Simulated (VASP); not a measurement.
A run of VASP 6.6.1 is set up as follows.

The input INCAR:

```
  PREC = Accurate
  ENCUT = 520
  EDIFF = 1E-6
  ISMEAR = 0
  SIGMA = 0.1
  LREAL = False
  LASPH = True
  NELM = 80
  ALGO = Normal
  ISIF = 2
  LWAVE = False
  LCHARG = False
  GGA = PE
  NBANDS = 14
```

KPOINTS

```
Automatic mesh
0
Gamma
  6 6 4
```

File POSCAR:

```
Be2H
1.0
    3.4909988256     -0.5636795133     -0.8382934041
   -1.6815929892      3.6119238950      0.4165610603
   -0.6819094542     -0.8093894367      3.7534986872
Be H
4 2
Direct
    1.0060796341      0.9304036351      0.0851679206
    0.5792916308      0.6390672561      0.4420842560
    0.3633383044      0.9680493568      0.6820494187
   -0.2096839443      0.2594963105      0.3253335338
    0.4030119518      0.5954312672      0.7377133021
    0.9663431819      0.3030218428      1.0295604051
```

Potentials or basis: VASP PAW PBE potentials, release 64 (Be, H).

Run with:

```sh
$ cat potpaw_PBE.64/Be/POTCAR potpaw_PBE.64/H/POTCAR > POTCAR
$ mpirun -np 1 vasp_std > vasp.out
```

Problem. Estimate the largest force.

Solution. 0.014 eV/Å.

Problem. Estimate the band gap on the k mesh.

Solution. Zero (bands 5 and 6 overlap by 3.51 eV).

Forces on the atoms (eV/Å):
```
Be   0.003 -0.006  0.002
Be   0.006  0.000 -0.012
Be  -0.002  0.007  0.001
Be  -0.008 -0.002  0.009
H   -0.004 -0.009  0.009
H    0.005  0.009 -0.009
```

Caveat: the k points lie up to 0.45 Å⁻¹ apart, too coarse for converged energies and pressures of a metal.
